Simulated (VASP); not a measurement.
# CO in VASP: single point with SCAN

Aim: the single point of CO with SCAN.

Program: VASP 6.6.1. These are calculated values, not measurements. Logs are shortened: lines on timing, memory, paths and dates and some standing lists are left out, and cuts for length are marked.

## Step 1: The cell of the first run

The cell holds a molecule in a box, 2 atoms: a = 10.000 Å, b = 10.000 Å, c = 10.000 Å, α = 90.00°, β = 90.00°, γ = 90.00°.

## Step 2: Single point, SCAN

POSCAR

```
CO
1.0
   10.0000000000      0.0000000000      0.0000000000
    0.0000000000     10.0000000000      0.0000000000
    0.0000000000      0.0000000000     10.0000000000
C O
1 1
Direct
    0.5492900000      0.4865900000      0.5281200000
    0.4533100000      0.5176100000      0.4786800000
```

INCAR.step1

```
SYSTEM = CO
ISMEAR = 0
SIGMA = 0.03
LWAVE = .TRUE.
LCHARG = .TRUE.
ISIF = 0
NELM = 100
ALGO = Normal
PREC = Accurate
LASPH = .TRUE.
LREAL = .FALSE.
EDIFF = 1E-5
GGA_COMPAT = .FALSE.
ENCUT = 580
EFERMI = MIDGAP
NELMDL = -8
GGA = PE
```

INCAR.step2

```
SYSTEM = CO
METAGGA = SCAN
ISMEAR = 0
SIGMA = 0.03
LWAVE = .FALSE.
LCHARG = .FALSE.
ISIF = 0
NELM = 100
ALGO = All
PREC = Accurate
LASPH = .TRUE.
LREAL = .FALSE.
EDIFF = 1E-6
GGA_COMPAT = .FALSE.
ENCUT = 580
EFERMI = MIDGAP
NELMDL = -8
LMIXTAU = .TRUE.
ISTART = 1
ISEARCH = 1
```

KPOINTS

```
k-points
0
Gamma
  1 1 1
```

Potentials or basis: VASP PAW PBE potentials, release 64 (C, O).

On the command line:

```bash
$ cat potpaw_PBE.64/C/POTCAR potpaw_PBE.64/O/POTCAR > POTCAR
$ cp INCAR.step1 INCAR
$ mpirun -np 1 vasp_gam > vasp.out
$ cp INCAR.step2 INCAR
$ mpirun -np 1 vasp_gam > vasp.out
```

OUTCAR:

```text
SYSTEM = CO
   METAGGA = SCAN
   ISMEAR = 0
   ISIF = 0
   NELM = 100
   PREC = Accurate
   LASPH = .TRUE.
   LREAL = .FALSE.
   EDIFF = 1E-6
   ENCUT = 580
   EFERMI = MIDGAP
   NELMDL = -8
   ISTART = 1

 Found      1 irreducible k-points:

 Following reciprocal coordinates:
            Coordinates               Weight
  0.000000  0.000000  0.000000      1.000000
   k-points           NKPTS =      1   k-points in BZ     NKDIM =      1   number of bands    NBANDS=      9
   number of dos      NEDOS =    301   number of ions     NIONS =      2
   total plane-waves  NPLWV = 512000
   dimension x,y,z NGX =    80 NGY =   80 NGZ =   80
   dimension x,y,z NGXF=   160 NGYF=  160 NGZF=  160
   ions per type =               1   1
   NGX,Y,Z   is equivalent  to a cutoff of  13.30, 13.30, 13.30 a.u.
   NGXF,Y,Z  is equivalent  to a cutoff of  26.60, 26.60, 26.60 a.u.
 SYSTEM =  CO
   PREC   = accura    normal or accurate (medium, high low for compatibility)
   ISTART =      1    job   : 0-new  1-cont  2-samecut
   ICHARG =      0    charge: 1-file 2-atom 10-const
   ISPIN  =      1    spin polarized calculation?
   LNONCOLLINEAR =      F non collinear calculations
   LSORBIT =      F    spin-orbit coupling
   LASPH  =      T    aspherical Exc in radial PAW
   ENCUT  =  580.0 eV  42.63 Ry    6.53 a.u.  19.64 19.64 19.64*2*pi/ulx,y,z
   NELM   =    100;   NELMIN=  2; NELMDL= -8     # of ELM steps
   EDIFF  = 0.1E-05   stopping-criterion for ELM
   LREAL  =      F    real-space projection
   EDIFFG = 0.1E-04   stopping-criterion for IOM
   NSW    =      0    number of steps for IOM
   IBRION =     -1    ionic relax: 0-MD 1-quasi-New 2-CG
   NFREE  =      0    steps in history (QN), initial steepest desc. (CG)
   ISIF   =      0    stress and relaxation
   ISYM   =      2    0-nonsym 1-usesym 2-fastsym
   POTIM  = 0.5000    time-step for ionic-motion
   TEBEG  =    0.0;   TEEND  =   0.0 temperature during run

   SCALEE = 1.0000    scale energy and forces
   PSTRESS=    0.0 pullay stress
   NELECT =      10.0000    total number of electrons
   NUPDOWN=      -1.0000    fix difference up-down
   EMIN   =  10.00;   EMAX   =-10.00  energy-range for DOS
   EFERMI =   0.00;   METHOD = MIDGAP
   ISMEAR =     0;   SIGMA  =   0.03  broadening in eV -4-tet -1-fermi 0-gaus
   EFERMI_NEDOS =   21; number of points for ismear=-14 and -15
   IALGO  =     58    algorithm
   IMIX   =      4    mixing-type and parameters
     AMIX     =   0.40;   BMIX     =  1.00
     AMIX_MAG =   1.60;   BMIX_MAG =  1.00
  volume/ion in A,a.u.               =     500.00      3374.17
  Fermi-wavevector in a.u.,A,eV,Ry     =   0.352702  0.666511  1.692549  0.124399
  Thomas-Fermi vector in A             =   1.266362
   LORBIT       =      0    0 simple, 1 ext, 2 COOP (PROOUT), +10 PAW based schemes
   METAGGA = SCAN    functional components
   LHFCALC =     F    Hartree Fock is set to
   AEXX    =    0.0000 exact exchange contribution
   IVDW    =     0    specifies the selected vdW correction
   LEPSILON=     F    determine dielectric tensor
   LRPA    =     F    only Hartree local field effects (RPA)

   CSHIFT  =0.1000    complex shift for real part using Kramers Kronig

   OMEGAMAX=  -1.0    maximum frequency
 non-spin polarized calculation
 Gauss-broadening in eV      SIGMA  =   0.03
  energy-cutoff  :      580.00
  volume of cell :     1000.00
 maximum number of plane-waves:     15780
 NGX is ok and might be reduce to    80
   NGX = 39   NGY = 39   NGZ = 39

 number of electron      10.0000001 magnetization

 Free energy of the ion-electron system (eV)
  ---------------------------------------------------
  ext. energy  EPLUGINS =         0.00000000
  ---------------------------------------------------
  free energy    TOTEN  =       -16.85523417 eV

  energy without entropy =      -16.85523417  energy(sigma->0) =      -16.85523417

 E-fermi :  -5.4631     XC(G=0):  -0.3690

 val. band max:       -9.3984770916   @ k =   0.0000   0.0000   0.0000
 cond. band min:      -1.5283908679   @ k =   0.0000   0.0000   0.0000
 fundamental gap:      7.8700862237
 Fermi energy:        -5.4630965436

 k-point     1 :       0.0000    0.0000    0.0000
  band No.  band energies     occupation
      1     -30.9641      2.00000
      2     -14.4962      2.00000
      3     -12.0864      2.00000
      4     -12.0857      2.00000
      5      -9.3985      2.00000
      6      -1.5284      0.00000
      7      -1.5274      0.00000
      8       0.1454      0.00000
      9       1.5619      0.00000

------------------------ aborting loop because EDIFF is reached ----------------------------------------

 VOLUME and BASIS-vectors are now :
 -----------------------------------------------------------------------------
  energy-cutoff  :      580.00
  volume of cell :     1000.00
      direct lattice vectors                 reciprocal lattice vectors
    10.000000000  0.000000000  0.000000000     0.100000000  0.000000000  0.000000000
     0.000000000 10.000000000  0.000000000     0.000000000  0.100000000  0.000000000
     0.000000000  0.000000000 10.000000000     0.000000000  0.000000000  0.100000000

 POSITION                                       TOTAL-FORCE (eV/Angst)
 -----------------------------------------------------------------------------------
      5.49290      4.86590      5.28120         0.990508     -0.320156      0.511604
      4.53310      5.17610      4.78680        -0.990508      0.320156     -0.511604
 -----------------------------------------------------------------------------------
    total drift:                               -0.001327      0.001729     -0.004758

  FREE ENERGIE OF THE ION-ELECTRON SYSTEM (eV)
  ---------------------------------------------------
  free  energy   TOTEN  =       -16.8552341720 eV

  energy  without entropy=      -16.8552341720  energy(sigma->0) =      -16.85523417
```

Wall time 3.1 min (1 thread of Intel Xeon 6975P-C (Granite Rapids), shared host); peak memory 1.1 GiB.

What came out:

```yaml
Free_energy: -16.8552 eV
Largest_force: 1.160 eV/Å
Gap_between_the_frontier_levels: 7.87 eV
```

Forces in eV/Å, atoms in the order of the input:
```
C    0.991 -0.320  0.512
O   -0.991  0.320 -0.512
```

Levels at points of the mesh, in eV from the valence-band top:
```csv
k point,band 2,band 3,band 4,band 5,band 6,band 7,band 8,band 9
"(0.00, 0.00, 0.00)",-5.10,-2.69,-2.69,0.00,7.87,7.87,9.54,10.96
```

Caveat: the PAW data sets were made with another functional, which shifts forces and pressure a little.
